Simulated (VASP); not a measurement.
SnTe:

```
Te Sn
1.0
     0.00000    3.15085    3.15085
     3.15085    0.00000    3.15085
     3.15085    3.15085    0.00000
Te Sn
1 1
Direct
  0.50000 0.50000 0.50000
  0.00000 0.00000 0.00000
```

| Property | Result |
| --- | --- |
| Program | VASP 6.6.1 |
| Task | relaxation of cell and atoms |
| Functional | PBEsol |
| Dispersion | D4 |
| Potentials or basis | VASP PAW PBE potentials, release 64 (Te, Sn_d) |
| Cutoff | 600 eV |
| k mesh | 7 × 7 × 7 |
| Occupations | fermi-dirac, width 0.05 eV |
| Spin | no spin polarisation |

At the start: pressure -1.6 GPa; volume 31.28 Å³/atom.

Task: Where does the relaxation end?

Result: Over 3 steps the energy falls by 5.2 meV/atom and the volume is 30.25 Å³/atom (-3.3 %); space group Fm-3m (No. 225, to 0.05 Å).

Step by step:
| step | energy change (eV) | largest force (eV/Å) | pressure (GPa) | volume (Å³) |
| --- | --- | --- | --- | --- |
| 1 | 0.0000 | 0.0000 | -1.59 | 62.56 |
| 2 | -0.0091 | 0.0000 | 0.59 | 59.80 |
| 3 | -0.0104 | 0.0000 | 0.00 | 60.50 |

Final structure:
```
CELL_PARAMETERS angstrom
0.00000 3.11585 3.11585
3.11585 0.00000 3.11585
3.11585 3.11585 0.00000
ATOMIC_POSITIONS crystal
Te 0.50000 0.50000 0.50000
Sn 0.00000 0.00000 0.00000
```

Caveat: the PAW data sets were made with another functional, which shifts forces and pressure a little.
